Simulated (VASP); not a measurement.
# BaTiO3 (Pm-3m) in VASP: a series of runs, part 3 of 3

VASP 6.6.1.

**5. Single point, PBE+U (the cell strained)**

Contents of INCAR:

```
SYSTEM = BaTiO3
PREC = Accurate
ENCUT = 520
EDIFF = 1E-7
ISMEAR = 0
SIGMA = 0.05
LREAL = .False.
LASPH = .True.
NELM = 150
ALGO = Normal
ISIF = 2
LWAVE = .False.
LCHARG = .False.
LMAXMIX = 4
LDAU = .True.
LDAUTYPE = 2
LDAUL = -1 2 -1
LDAUU = 0 4 0
LDAUJ = 0 0 0
LDAUPRINT = 1
GGA = PE
NBANDS = 28
```

Contents of KPOINTS:

```
regular mesh
0
Gamma
  8 8 8
  0 0 0
```

Contents of POSCAR:

```
BaTiO3
1.0
    4.0622910132      0.0000000000      0.0000000000
    0.0000000000      4.0622910132      0.0000000000
    0.0000000000      0.0000000000      4.0622910132
Ba Ti O
1 1 3
Direct
    0.5000000000      0.5000000000      0.5000000000
    0.0000000000      0.0000000000      0.0000000000
    0.5000000000      0.0000000000      0.0000000000
    0.0000000000      0.5000000000      0.0000000000
    0.0000000000      0.0000000000      0.5000000000
```

Potentials or basis: VASP PAW PBE potentials, release 64 (Ba_sv, Ti_sv, O).

Command:

```
> cat potpaw_PBE.64/Ba_sv/POTCAR potpaw_PBE.64/Ti_sv/POTCAR potpaw_PBE.64/O/POTCAR > POTCAR
> mpirun -np 1 vasp_std > vasp.out
```

OUTCAR:

```text
SYSTEM = BaTiO3
   PREC = Accurate
   ENCUT = 520
   EDIFF = 1E-7
   ISMEAR = 0
   LREAL = .False.
   LASPH = .True.
   NELM = 150
   ISIF = 2
   GGA = PE

 ion  position               nearest neighbor table
   1  0.500  0.500  0.500-   3 2.87   4 2.87   5 2.87   3 2.87   4 2.87   3 2.87   5 2.87   3 2.87
                             4 2.87   5 2.87   4 2.87   5 2.87   2 3.52   2 3.52   2 3.52   2 3.52
   2  0.000  0.000  0.000-   3 2.03   4 2.03   5 2.03   5 2.03   4 2.03   3 2.03   1 3.52   1 3.52
                             1 3.52   1 3.52   1 3.52   1 3.52   1 3.52   1 3.52
   3  0.500  0.000  0.000-   2 2.03   2 2.03   1 2.87   1 2.87   1 2.87   1 2.87
   4  0.000  0.500  0.000-   2 2.03   2 2.03   1 2.87   1 2.87   1 2.87   1 2.87
   5  0.000  0.000  0.500-   2 2.03   2 2.03   1 2.87   1 2.87   1 2.87   1 2.87

  LATTYP: Found a simple cubic cell.
 ALAT       =     4.0622910132

  Lattice vectors:

 A1 = (   4.0622910132,   0.0000000000,   0.0000000000)
 A2 = (   0.0000000000,   4.0622910132,   0.0000000000)
 A3 = (   0.0000000000,   0.0000000000,   4.0622910132)

Analysis of symmetry for initial positions (statically):
=====================================================================
 Subroutine PRICEL returns:
 Original cell was already a primitive cell.

 Routine SETGRP: Setting up the symmetry group for a
 simple cubic supercell.

 Subroutine GETGRP returns: Found 48 space group operations
 (whereof 48 operations were pure point group operations)
 out of a pool of 48 trial point group operations.

The static configuration has the point symmetry O_h .

Analysis of symmetry for dynamics (positions and initial velocities):
=====================================================================
[... 185 lines left out ...]
  o =  0.1019  v =  1.0000  0.0000  0.0000  0.0000  0.0000  0.0000  0.0000  0.0000  0.0000  0.0000      0.0000  0.0000  0.0000  0.0000  0.0000  0.0000  0.0000  0.0000  0.0000  0.0000
  o =  0.2290  v =  0.0000 -0.0000 -0.0227 -0.0000  0.9997  0.0000  0.0000  0.0000  0.0000  0.0000      0.0000  0.0000  0.0000  0.0000  0.0000  0.0000  0.0000  0.0000  0.0000  0.0000
  o =  0.2290  v =  0.0000  0.0000  0.0000  0.0000  0.0000  0.0000 -0.0000 -0.0227 -0.0000  0.9997      0.0000  0.0000  0.0000  0.0000  0.0000  0.0000  0.0000  0.0000  0.0000  0.0000
  o =  0.2290  v =  0.0000  0.0000  0.0000  0.0000  0.0000  0.0000 -0.0000  0.9997  0.0000  0.0227      0.0000  0.0000  0.0000  0.0000  0.0000  0.0000  0.0000  0.0000  0.0000  0.0000
  o =  0.2290  v =  0.0000 -0.0000  0.9997  0.0000  0.0227  0.0000  0.0000  0.0000  0.0000  0.0000      0.0000  0.0000  0.0000  0.0000  0.0000  0.0000  0.0000  0.0000  0.0000  0.0000

 number of electron      39.9999983 magnetization

 Free energy of the ion-electron system (eV)
  ---------------------------------------------------
  ext. energy  EPLUGINS =         0.00000000
  ---------------------------------------------------
  free energy    TOTEN  =       -37.35006279 eV

  energy without entropy =      -37.35006279  energy(sigma->0) =      -37.35006279

 E-fermi :   3.9538     XC(G=0): -11.0355

 val. band max:        3.6360850909   @ k =   0.5000   0.5000   0.5000
 cond. band min:       5.7458282552   @ k =   0.0000   0.0000   0.0000
 fundamental gap:      2.1097431643
 Fermi energy:         3.9538421630

 k-point     1 :       0.0000    0.0000    0.0000
  band No.  band energies     occupation
      1     -54.3134      2.00000
      2     -30.4518      2.00000
      3     -30.4518      2.00000
      4     -30.4518      2.00000
      5     -21.2924      2.00000
      6     -13.2110      2.00000
[... 733 lines left out ...]
     27      11.5929      0.00000
     28      12.3241      0.00000

 [... further k-points ...]

------------------------ aborting loop because EDIFF is reached ----------------------------------------

  FORCE on cell =-STRESS in cart. coord.  units (eV):
  Direction    XX          YY          ZZ          XY          YZ          ZX
  --------------------------------------------------------------------------------------
  -------------------------------------------------------------------------------------
  Total       -0.2669083     -0.2669083     -0.2669083      0.0000000      0.0000000     -0.0000000
  in kB       -6.3791030     -6.3791030     -6.3791030      0.0000000      0.0000000     -0.0000000
  external PRESSURE =      -6.3791030 kB  Pullay stress =       0.0000000 kB

 VOLUME and BASIS-vectors are now :
 -----------------------------------------------------------------------------
  energy-cutoff  :      520.00
  volume of cell :       67.04
      direct lattice vectors                 reciprocal lattice vectors
     4.062291013  0.000000000  0.000000000     0.246166510  0.000000000  0.000000000
     0.000000000  4.062291013  0.000000000     0.000000000  0.246166510  0.000000000
     0.000000000  0.000000000  4.062291013     0.000000000  0.000000000  0.246166510

 POSITION                                       TOTAL-FORCE (eV/Angst)
 -----------------------------------------------------------------------------------
      2.03115      2.03115      2.03115         0.000000      0.000000      0.000000
      0.00000      0.00000      0.00000         0.000000      0.000000      0.000000
      2.03115      0.00000      0.00000         0.000000      0.000000      0.000000
      0.00000      2.03115      0.00000         0.000000      0.000000      0.000000
      0.00000      0.00000      2.03115         0.000000      0.000000      0.000000
 -----------------------------------------------------------------------------------
    total drift:                                0.000000     -0.000000      0.000000

  FREE ENERGIE OF THE ION-ELECTRON SYSTEM (eV)
  ---------------------------------------------------
  free  energy   TOTEN  =       -37.3500627939 eV

  energy  without entropy=      -37.3500627939  energy(sigma->0) =      -37.35006279
```

OSZICAR:

```text
N       E                     dE             d eps       ncg     rms          rms(c)
DAV:   1     0.432000638122E+03    0.43200E+03   -0.20303E+04  1960   0.151E+03
DAV:   2    -0.825563566979E+01   -0.44026E+03   -0.42078E+03  2356   0.419E+02
DAV:   3    -0.475525443898E+02   -0.39297E+02   -0.38970E+02  2300   0.131E+02
DAV:   4    -0.495438048304E+02   -0.19913E+01   -0.19870E+01  3148   0.259E+01
DAV:   5    -0.495803058266E+02   -0.36501E-01   -0.36492E-01  2480   0.333E+00    0.223E+01
DAV:   6    -0.373280726764E+02    0.12252E+02   -0.58044E+01  2844   0.649E+01    0.873E+00
DAV:   7    -0.374089747980E+02   -0.80902E-01   -0.69547E+00  2520   0.156E+01    0.514E+00
DAV:   8    -0.374153929120E+02   -0.64181E-02   -0.15732E+00  2384   0.108E+01    0.269E+00
DAV:   9    -0.373530045768E+02    0.62388E-01   -0.29349E-01  2380   0.503E+00    0.102E+00
DAV:  10    -0.373742752204E+02   -0.21271E-01   -0.13362E-01  2320   0.232E+00    0.127E+00
DAV:  11    -0.373501230125E+02    0.24152E-01   -0.92432E-02  2496   0.274E+00    0.163E-01
DAV:  12    -0.373500442622E+02    0.78750E-04   -0.38392E-03  2276   0.566E-01    0.625E-02
DAV:  13    -0.373500589062E+02   -0.14644E-04   -0.38718E-04  2560   0.130E-01    0.300E-02
DAV:  14    -0.373500636161E+02   -0.47098E-05   -0.37743E-05  2348   0.443E-02    0.928E-03
DAV:  15    -0.373500633996E+02    0.21649E-06   -0.47220E-06  2756   0.127E-02    0.537E-03
DAV:  16    -0.373500628438E+02    0.55574E-06   -0.90538E-07  2728   0.756E-03    0.196E-03
DAV:  17    -0.373500627939E+02    0.49875E-07   -0.53409E-08  1360   0.169E-03
   1 F= -.37350063E+02 E0= -.37350063E+02  d E =-.512266E-21
```

stdout:

```text
POSCAR found type information on POSCAR BaTiO
 POSCAR found :  3 types and       5 ions
 scaLAPACK will be used
 LDA part: xc-table for (Slater+PW92), standard interpolation
 POSCAR, INCAR and KPOINTS ok, starting setup
 FFT: planning ... GRIDC
 FFT: planning ... GRID_SOFT
 FFT: planning ... GRID
 WAVECAR not read
 entering main loop
```

It took 57 s on 1 thread of Intel Xeon Platinum 8488C (Sapphire Rapids), shared host; peak memory 0.21 GiB.

What came out:

- Free energy: -37.3501 eV
- Pressure: -0.6 GPa
- Band gap on the k mesh: 2.11 eV (least direct gap 2.34 eV)

Eigenvalues of the final occupation matrices:
```
    site  spin  trace               eigenvalues
site 2 d     1   0.76  0.10 0.10 0.10 0.23 0.23
site 2 d     2   0.76  0.10 0.10 0.10 0.23 0.23
```

Caveat: the cell differs from its parent crystal (the cell strained); spin-orbit coupling is left out, which moves the levels of the heavy elements. A k mesh can miss the band edges.

**6. Single point, PBE+U (the cell strained)**

Contents of INCAR:

```
SYSTEM = BaTiO3
PREC = Accurate
ENCUT = 520
EDIFF = 1E-7
ISMEAR = 0
SIGMA = 0.05
LREAL = .FALSE.
LASPH = .TRUE.
NELM = 150
ALGO = Normal
ISIF = 2
LWAVE = .FALSE.
LCHARG = .FALSE.
LMAXMIX = 4
LDAU = .TRUE.
LDAUTYPE = 2
LDAUL = -1 2 -1
LDAUU = 0 4 0
LDAUJ = 0 0 0
LDAUPRINT = 1
GGA = PE
NBANDS = 28
```

Contents of KPOINTS:

```
regular mesh
0
G
  8 8 8
  0 0 0
```

POSCAR, as its differences from that of step 5:

```diff
@@ -2,5 +2,5 @@
 1.0
-    4.0622910132      0.0000000000      0.0000000000
-    0.0000000000      4.0622910132      0.0000000000
-    0.0000000000      0.0000000000      4.0622910132
+    4.0961333662      0.0000000000      0.0000000000
+    0.0000000000      4.0961333662      0.0000000000
+    0.0000000000      0.0000000000      4.0961333662
 Ba Ti O
```

Potentials or basis: VASP PAW PBE potentials, release 64 (Ba_sv, Ti_sv, O).

Command:

```
> cat potpaw_PBE.64/Ba_sv/POTCAR potpaw_PBE.64/Ti_sv/POTCAR potpaw_PBE.64/O/POTCAR > POTCAR
> mpirun -np 1 vasp_std > vasp.out
```

Wall time 65 s (1 thread of Intel Xeon Platinum 8488C (Sapphire Rapids), shared host); peak memory 0.21 GiB.

Results (log left out):

| Item | Value |
| --- | --- |
| Free energy | -37.3251 eV |
| Pressure | -4.3 GPa |
| Band gap on the k mesh | 2.05 eV (least direct gap 2.29 eV) |

Levels at points of the mesh, in eV from the valence-band top:
```tsv
k point	band 17	band 18	band 19	band 20	band 21	band 22	band 23	band 24
(0.00, 0.00, 0.00)	-1.00	-0.24	-0.24	-0.24	2.05	2.05	2.05	3.49
(0.50, 0.00, 0.00)	-1.66	-1.66	-0.77	-0.77	2.20	3.49	3.56	3.56
(0.50, 0.50, 0.00)	-1.89	-0.92	-0.92	-0.08	3.57	3.57	3.97	4.20
(0.50, 0.50, 0.50)	-2.33	0.00	0.00	0.00	4.16	4.16	4.16	6.35
```

Eigenvalues of the final occupation matrices:
```csv
site,spin,trace,eigenvalues
site 2 d,1,0.75,0.10 0.10 0.10 0.22 0.22
site 2 d,2,0.75,0.10 0.10 0.10 0.22 0.22
```

Caveat: the cell differs from its parent crystal (the cell strained); the cell stands under tension; spin-orbit coupling is left out, which moves the levels of the heavy elements. A k mesh can miss the band edges.

**7. The runs side by side**

| cell | gap on the mesh (eV) | pressure (GPa) |
| --- | --- | --- |
| a = 3.928 Å, 5 atoms | 2.35 | 19.1 |
| a = 3.962 Å, 5 atoms | 2.29 | 13.3 |
| a = 3.995 Å, 5 atoms | 2.23 | 8.1 |
| a = 4.062 Å, 5 atoms | 2.11 | -0.6 |
| a = 4.096 Å, 5 atoms | 2.05 | -4.3 |

Alike in all rows: task single point; level PBE+U; potentials or basis VASP PAW PBE potentials, release 64 (Ba_sv, Ti_sv, O); no spin polarisation; Ti d U = 4.0 eV; k mesh 8 × 8 × 8; cutoff (eV) 520; smearing gaussian 0.05 eV.

Caveats: spin-orbit coupling is left out, which moves the levels of the heavy elements; the cell stands under pressure (at least some runs); the cell stands under tension (at least some runs).

Absolute energies hang on the potentials; compare differences alone.
